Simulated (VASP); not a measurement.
# LiCl (I-4m2) in VASP: single point with r2SCAN

Aim: the single point of LiCl with r2SCAN.

Everything below comes from runs of VASP 6.6.1. Logs are shortened: lines on timing, memory, paths and dates and some standing lists are left out, and cuts for length are marked.

### Step 1. The cell of the first run

Symmetry: I-4m2, No. 119, tetragonal system. Conventional cell: a = 4.089 Å, b = 4.089 Å, c = 4.954 Å, α = 90.00°, β = 90.00°, γ = 90.00°. Li (site symmetry -4m2) has 4 Cl at 2.39 Å within 3.2 Å. Within 3.2 Å of Cl (site symmetry -4m2) lie 4 Li at 2.39 Å.

### Step 2. Single point, r2SCAN (epitaxial xy strain +5.8%)

POSCAR reads:

```
LiCl
1.0
    0.0000000000      2.8915590114      2.4768618153
    2.8915590114      0.0000000000      2.4768618153
    2.8915590114      2.8915590114      0.0000000000
Li Cl
1 1
Direct
    0.0000000000      0.0000000000      0.0000000000
    0.2500000000      0.2500000000      0.2500000000
```

INCAR.step1 reads:

```
SYSTEM = LiCl
PREC     = Accurate       ! precision mode
ENCUT    = 520            ! plane-wave cutoff, eV
ISMEAR   = 0              ! smearing method
SIGMA    = 0.01           ! smearing width, eV
LREAL    = .False.        ! projectors in reciprocal space
LASPH    = .True.         ! aspherical terms in the spheres
NELM     = 60             ! most SCF steps
NBANDS   = 12             ! bands
GGA      = PE             ! functional
ALGO     = Normal         ! electronic algorithm
EDIFF    = 1E-4           ! SCF threshold, eV
LWAVE    = .True.         ! write WAVECAR
LCHARG   = .False.        ! write CHGCAR
```

INCAR.step2 reads:

```
SYSTEM = LiCl
PREC     = Accurate       ! precision mode
ENCUT    = 520            ! plane-wave cutoff, eV
EDIFF    = 1E-6           ! SCF threshold, eV
ISMEAR   = 0              ! smearing method
SIGMA    = 0.01           ! smearing width, eV
LREAL    = .False.        ! projectors in reciprocal space
LASPH    = .True.         ! aspherical terms in the spheres
NELM     = 60             ! most SCF steps
ALGO     = Normal         ! electronic algorithm
ISIF     = 2              ! what is computed and relaxed
LWAVE    = .False.        ! write WAVECAR
LCHARG   = .False.        ! write CHGCAR
METAGGA  = R2SCAN         ! meta-GGA
LMIXTAU  = .True.       
NBANDS   = 12             ! bands
ISTART   = 1
```

KPOINTS reads:

```
regular mesh
0
Gamma
  8 8 8
  0 0 0
```

Potentials or basis: VASP PAW PBE potentials, release 64 (Li_sv, Cl).

On the command line:

```sh
$ cat potpaw_PBE.64/Li_sv/POTCAR potpaw_PBE.64/Cl/POTCAR > POTCAR
$ cp INCAR.step1 INCAR
$ mpirun -np 1 vasp_std > vasp.out
$ cp INCAR.step2 INCAR
$ mpirun -np 1 vasp_std > vasp.out
```

OUTCAR:

```text
SYSTEM = LiCl
   PREC = Accurate
   ENCUT = 520
   EDIFF = 1E-6
   ISMEAR = 0
   LREAL = .False.
   LASPH = .True.
   NELM = 60
   ISIF = 2
   METAGGA = R2SCAN
   ISTART = 1

 ion  position               nearest neighbor table
   1  0.000  0.000  0.000-   2 2.39   2 2.39   2 2.39   2 2.39
   2  0.250  0.250  0.250-   1 2.39   1 2.39   1 2.39   1 2.39

  LATTYP: Found a body centered tetragonal cell.
 ALAT       =     4.0892819703
 C/A-ratio  =     1.2113920406

  Lattice vectors:

 A1 = (   0.0000000000,  -2.8915590114,  -2.4768618153)
 A2 = (   0.0000000000,   2.8915590114,  -2.4768618153)
 A3 = (   2.8915590114,   0.0000000000,   2.4768618153)

Analysis of symmetry for initial positions (statically):
=====================================================================
 Subroutine PRICEL returns:
 Original cell was already a primitive cell.

 Routine SETGRP: Setting up the symmetry group for a
 body centered tetragonal supercell.

 Subroutine GETGRP returns: Found  8 space group operations
 (whereof  8 operations were pure point group operations)
 out of a pool of 16 trial point group operations.

The static configuration has the point symmetry D_2d.

Analysis of symmetry for dynamics (positions and initial velocities):
=====================================================================
 Subroutine PRICEL returns:
 Original cell was already a primitive cell.

 Routine SETGRP: Setting up the symmetry group for a
 body centered tetragonal supercell.

 Subroutine GETGRP returns: Found  8 space group operations
 (whereof  8 operations were pure point group operations)
 out of a pool of 16 trial point group operations.

The dynamic configuration has the point symmetry D_2d.

 Subroutine INISYM returns: Found  8 space group operations
 (whereof  8 operations are pure point group operations),
 and found     1 'primitive' translations

----------------------------------------------------------------------------------------

                                     Primitive cell

  volume of cell :      41.4186

  direct lattice vectors                    reciprocal lattice vectors
     0.000000000  2.891559011  2.476861815    -0.172917100  0.172917100  0.201868347
     2.891559011  0.000000000  2.476861815     0.172917100 -0.172917100  0.201868347
     2.891559011  2.891559011  0.000000000     0.172917100  0.172917100 -0.201868347

  length of vectors
     3.807355771  3.807355771  4.089281970     0.317098528  0.317098528  0.317098528

  position of ions in fractional coordinates (direct lattice)
     0.000000000  0.000000000  0.000000000
     0.250000000  0.250000000  0.250000000

  ion indices of the primitive-cell ions
   primitive index   ion index
[... 87 lines left out ...]
   EMIN   =  10.00;   EMAX   =-10.00  energy-range for DOS
   EFERMI =   0.00;   METHOD = LEGACY
   ISMEAR =     0;   SIGMA  =   0.01  broadening in eV -4-tet -1-fermi 0-gaus
   EFERMI_NEDOS =   21; number of points for ismear=-14 and -15
   IALGO  =     38    algorithm
   IMIX   =      4    mixing-type and parameters
     AMIX     =   0.40;   BMIX     =  1.00
     AMIX_MAG =   1.60;   BMIX_MAG =  1.00
  volume/ion in A,a.u.               =      20.71       139.75
  Fermi-wavevector in a.u.,A,eV,Ry     =   1.019396  1.926379 14.138738  1.039168
  Thomas-Fermi vector in A             =   2.152907
   LORBIT       =      0    0 simple, 1 ext, 2 COOP (PROOUT), +10 PAW based schemes
   METAGGA = R2SCAN    functional components
   LHFCALC =     F    Hartree Fock is set to
   AEXX    =    0.0000 exact exchange contribution
   IVDW    =     0    specifies the selected vdW correction
   LEPSILON=     F    determine dielectric tensor
   LRPA    =     F    only Hartree local field effects (RPA)
 non-spin polarized calculation
 Gauss-broadening in eV      SIGMA  =   0.01
  energy-cutoff  :      520.00
  volume of cell :       41.42
 maximum number of plane-waves:      1130
   NGX = 15   NGY = 15   NGZ = 15

 number of electron      10.0000000 magnetization

 Free energy of the ion-electron system (eV)
  ---------------------------------------------------
  ext. energy  EPLUGINS =         0.00000000
  ---------------------------------------------------
  free energy    TOTEN  =       -12.56155187 eV

  energy without entropy =      -12.56155187  energy(sigma->0) =      -12.56155187

 E-fermi :  -1.2434     XC(G=0):  -8.1062

 val. band max:       -1.4789795138   @ k =   0.0000   0.0000   0.0000
 cond. band min:       5.0726126979   @ k =   0.0000   0.0000   0.0000
 fundamental gap:      6.5515922117
 Fermi energy:        -1.2433619989

 k-point     1 :       0.0000    0.0000    0.0000
  band No.  band energies     occupation
      1     -45.8418      2.00000
      2     -14.8815      2.00000
      3      -1.6747      2.00000
      4      -1.6747      2.00000
      5      -1.4790      2.00000
      6       5.0726      0.00000
      7       9.4917      0.00000
      8       9.4937      0.00000
      9       9.6473      0.00000
     10      12.4496      0.00000
     11      14.1518      0.00000
     12      15.8655      0.00000
[... 331 lines left out ...]
 k-point    24 :       0.3750    0.0000    0.1250
  band No.  band energies     occupation
      1     -45.8408      2.00000
      2     -14.6497      2.00000
      3      -3.1120      2.00000
      4      -2.0905      2.00000
      5      -1.7930      2.00000
      6       7.0377      0.00000
      7       8.7941      0.00000
      8       9.7139      0.00000
      9      10.9421      0.00000
     10      12.9372      0.00000
     11      14.2917      0.00000
     12      16.3063      0.00000

 [... further k-points ...]

------------------------ aborting loop because EDIFF is reached ----------------------------------------

  FORCE on cell =-STRESS in cart. coord.  units (eV):
  Direction    XX          YY          ZZ          XY          YZ          ZX
  --------------------------------------------------------------------------------------
  -------------------------------------------------------------------------------------
  Total       -0.3037771     -0.3037771     -0.0726318      0.0000000      0.0000000      0.0000000
  in kB      -11.7508637    -11.7508637     -2.8095806      0.0000000      0.0000000      0.0000000
  external PRESSURE =      -8.7704360 kB  Pullay stress =       0.0000000 kB

 VOLUME and BASIS-vectors are now :
 -----------------------------------------------------------------------------
  energy-cutoff  :      520.00
  volume of cell :       41.42
      direct lattice vectors                 reciprocal lattice vectors
     0.000000000  2.891559011  2.476861815    -0.172917100  0.172917100  0.201868347
     2.891559011  0.000000000  2.476861815     0.172917100 -0.172917100  0.201868347
     2.891559011  2.891559011  0.000000000     0.172917100  0.172917100 -0.201868347

 POSITION                                       TOTAL-FORCE (eV/Angst)
 -----------------------------------------------------------------------------------
      0.00000      0.00000      0.00000        -0.000000     -0.000000     -0.000000
      1.44578      1.44578      1.23843         0.000000      0.000000      0.000000
 -----------------------------------------------------------------------------------
    total drift:                                0.000007      0.000007     -0.000015

  FREE ENERGIE OF THE ION-ELECTRON SYSTEM (eV)
  ---------------------------------------------------
  free  energy   TOTEN  =       -12.5615518691 eV

  energy  without entropy=      -12.5615518691  energy(sigma->0) =      -12.56155187
```

OUTCAR.step1:

```text
SYSTEM = LiCl
   PREC = Accurate
   ENCUT = 520
   ISMEAR = 0
   LREAL = .False.
   LASPH = .True.
[... 582 lines left out ...]
      0.00000      0.00000      0.00000        -0.000000     -0.000000      0.000000
      1.44578      1.44578      1.23843         0.000000      0.000000      0.000000
 -----------------------------------------------------------------------------------
    total drift:                                0.000000      0.000000     -0.000002

  FREE ENERGIE OF THE ION-ELECTRON SYSTEM (eV)
  ---------------------------------------------------
  free  energy   TOTEN  =        -7.4125346285 eV

  energy  without entropy=       -7.4125346285  energy(sigma->0) =       -7.41253463
```

Run time: 80 s. Hardware: 1 thread of Intel Xeon Platinum 8488C (Sapphire Rapids), shared host; peak memory 0.17 GiB.

What came out:

```
Free energy            : -12.5616 eV
Band gap on the k mesh : 6.55 eV, direct
```

Caveat: the cell differs from its parent crystal (epitaxial xy strain +5.8%); the cutoff is under 1.25 times the usual one of these potentials, so pressure, stress and relaxed cells hold a basis-set (Pulay) error; the PAW data sets were made with another functional, which shifts forces and pressure a little. A k mesh can miss the band edges.
